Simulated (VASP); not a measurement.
Wanted: the native input for a VASP 6.6.1 run.

```
Task                   : relaxation of cell and atoms
Functional             : PBEsol
Potentials or basis    : VASP PAW PBE potentials, release 64 (Ge_d)
Cutoff                 : 600 eV
k mesh                 : 10 × 10 × 8
Occupations            : gaussian, width 0.1 eV
Spin                   : no spin polarisation
Dipole correction      : no
Further INCAR settings : ALGO = Normal; EDIFF = 1e-06; IBRION = 2; EDIFFG = -0.015; NSW = 80; ISIF = 3
```

The structure of Ge lies in POSCAR:

```
Ge
1.0
    2.8374271074      2.8374271074      0.0000000000
   -2.8374271074      2.8374271074      0.0000000000
    0.0000000000      0.0000000000      5.6748542148
Ge
4
Direct
    0.0000000000      0.0000000000      0.5000000000
    0.5000000000      0.5000000000      0.0000000000
    0.5000000000      0.0000000000      0.7500000000
    0.0000000000      0.5000000000      0.2500000000
```

These files were run (other wordings do the same):

INCAR

```
SYSTEM = Ge
ALGO     = Normal         ! electronic algorithm
EDIFF    = 1E-6           ! SCF threshold, eV
EDIFFG   = -0.015         ! ionic threshold
ENCUT    = 600            ! plane-wave cutoff, eV
GGA      = PS             ! functional
IBRION   = 2              ! ionic algorithm
ISIF     = 3              ! what is computed and relaxed
ISMEAR   = 0              ! smearing method
LASPH    = .True.         ! aspherical terms in the spheres
LCHARG   = .False.        ! write CHGCAR
LREAL    = .False.        ! projectors in reciprocal space
LWAVE    = .False.        ! write WAVECAR
NELM     = 60             ! most SCF steps
NSW      = 80             ! ionic steps
PREC     = Accurate       ! precision mode
SIGMA    = 0.1            ! smearing width, eV
```

KPOINTS

```
k-points
0
Gamma
  10 10 8
  0 0 0
```

Potentials or basis: VASP PAW PBE potentials, release 64 (Ge_d).

Command:

```bash
$ cat potpaw_PBE.64/Ge_d/POTCAR > POTCAR
$ mpirun -np 1 vasp_std > vasp.out
```

Results of the run:

```json
{"Pressure after relaxing": "0.0 GPa", "Band gap on the k mesh": "zero (filled and empty bands touch)"}
```

Caveat: the relaxation stopped at its first step, so nothing moved; semilocal functionals underestimate gaps, and a narrow one can read as zero; the PAW data sets were made with another functional, which shifts forces and pressure a little.

Wall time 90 s on 1 thread of Intel(R) Xeon(R) 6975P-C (Granite Rapids) (shared host), peak memory 0.4 GiB.
